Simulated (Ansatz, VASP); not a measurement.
One calculation of Mg6F, two programs

Contents of INCAR:

```
ALGO = Normal ; DIPOL = 0.5 0.5 0.326
EDIFF = 1E-6 ; ENCUT = 520
GGA = PE ; IDIPOL = 3
ISIF = 2 ; ISMEAR = 0
LASPH = True ; LCHARG = True
LDIPOL = True ; LELF = True
LREAL = False ; LVACPOTAV = True
LVHAR = True ; LWAVE = False
NBANDS = 18 ; NELM = 60
PREC = Accurate ; SIGMA = 0.1
```

The input KPOINTS:

```
k-points
0
Gamma
  9 4 1
```

File POSCAR:

```
Mg6F
1.0
    3.2034417932      0.0000000000      0.0000000000
   -1.6017208966      7.8153198520      0.0000000000
    0.0000000000      0.0000000000     20.9851131634
Mg F
6 1
Direct
    0.8493879956      0.6987759913      0.1906113143
    0.5210014932      0.0420029864      0.2197581863
    0.1926149907      0.3852299814      0.2489050583
    0.3710660944      0.7414803149      0.3283003664
    0.0426232582      0.0834482649      0.3542380799
    0.7128162912      0.4251093731      0.3805132287
    0.7128162912      0.9251093731      0.5582582792
```

Input for Ansatz:

```yaml
crystal:
  lattice:
    - [3.2034417932, 0.0, 0.0]
    - [-1.6017208966, 7.815319852, 0.0]
    - [0.0, 0.0, 20.9851131634]
  atoms:
    - { symbol: Mg, position: [0.8493879956, 0.6987759913, 0.1906113143] }
    - { symbol: Mg, position: [0.5210014932, 0.0420029864, 0.2197581863] }
    - { symbol: Mg, position: [0.1926149907, 0.3852299814, 0.2489050583] }
    - { symbol: Mg, position: [0.3710660944, 0.7414803149, 0.3283003664] }
    - { symbol: Mg, position: [0.0426232582, 0.0834482649, 0.3542380799] }
    - { symbol: Mg, position: [0.7128162912, 0.4251093731, 0.3805132287] }
    - { symbol: F, position: [0.7128162912, 0.9251093731, 0.5582582792] }
basis:
  ecutwfc: 420
kpoints:
  mp_grid: { grid: [9, 4, 1] }
hamiltonian:
  xc: pbe
scf:
  occupations: { method: gaussian, width: 0.1 }
output:
  forces: true
  eigenvalues: true
efield:
  axis: 3
  dipole_correction: true
  ramp_width: 0.04
```

Alike in both runs: task single point; functional PBE; k mesh 9 × 4 × 1; occupations gaussian, width 0.1 eV; no spin polarisation.

|  | VASP | Ansatz |
| --- | --- | --- |
| version | VASP 6.6.1 | Ansatz 0.2.0 |
| potentials or method | VASP PAW PBE potentials, release 64 (Mg, F), cutoff 520 eV | scalar-relativistic, plane waves, PAW |
| valence electrons in the cell | 19 | 67 |

```csv
,VASP,Ansatz,Ansatz less VASP
gap on the k mesh at the Fermi level (eV),none,none,-
rms of the force components (eV/Å),0.119,0.120,+0.0011
"work function, face that differs most (eV)",3.64,3.63,-0.005
```

Atom by atom the forces differ by 0.003 eV/Å (rms over components). A gap of «none» marks a metal or a gap that the smearing closes. The functional is the same, so the differences come from potentials, cutoffs and numerics. VASP's potentials hold 19 valence electrons a cell and Ansatz's 67, so a difference there can come from the potentials and not from the codes.
